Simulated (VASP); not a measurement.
Here is a VASP 6.6.1 calculation.

The input INCAR:

```
PREC     = Accurate       # precision mode
ENCUT    = 600            # plane-wave cutoff, eV
EDIFF    = 1E-7           # SCF threshold, eV
ISMEAR   = 0              # smearing method
SIGMA    = 0.1            # smearing width, eV
LREAL    = F              # projectors in reciprocal space
LASPH    = T              # aspherical terms in the spheres
NELM     = 100            # most SCF steps
ALGO     = Normal         # electronic algorithm
ISIF     = 3              # what is computed and relaxed
LWAVE    = F              # write WAVECAR
LCHARG   = F              # write CHGCAR
GGA      = PE             # functional
IBRION   = 2              # ionic algorithm
NSW      = 90             # ionic steps
EDIFFG   = -0.04          # ionic threshold
```

KPOINTS

```
Automatic mesh
0
Gamma
  4 4 4
```

Contents of POSCAR:

```
Si5As3
1.0
   -3.3982476200      3.3982476200      3.3982476200
    3.3982476200     -3.3982476200      3.3982476200
    3.3982476200      3.3982476200     -3.3982476200
Si As
5 3
Direct
    0.5000000000      0.5000000000      0.5000000000
    0.0000000000      0.0000000000      0.5000000000
    0.0000000000      0.5000000000      0.0000000000
    0.5000000000      0.0000000000      0.0000000000
    0.0000000000      0.0000000000      0.0000000000
    0.0000000000      0.5000000000      0.5000000000
    0.5000000000      0.0000000000      0.5000000000
    0.5000000000      0.5000000000      0.0000000000
```

Potentials or basis: VASP PAW PBE potentials, release 64 (Si, As).

Run with:

```bash
$ cat potpaw_PBE.64/Si/POTCAR potpaw_PBE.64/As/POTCAR > POTCAR
$ mpirun -np 1 vasp_std > vasp.out
```

What does it give for the relaxed volume?

16.54 Å³/atom.

What does it give for the space group after relaxing (to 0.05 Å)?

Im-3m (No. 229).

The path:
```csv
step,energy change (eV),largest force (eV/Å),pressure (GPa),volume (Å³)
1,0.0000,0.0000,-9.38,156.97
2,-0.8155,0.0000,0.19,132.30
```

Caveat: the volume moved by over 15 % at a fixed basis, so the end points are rough.
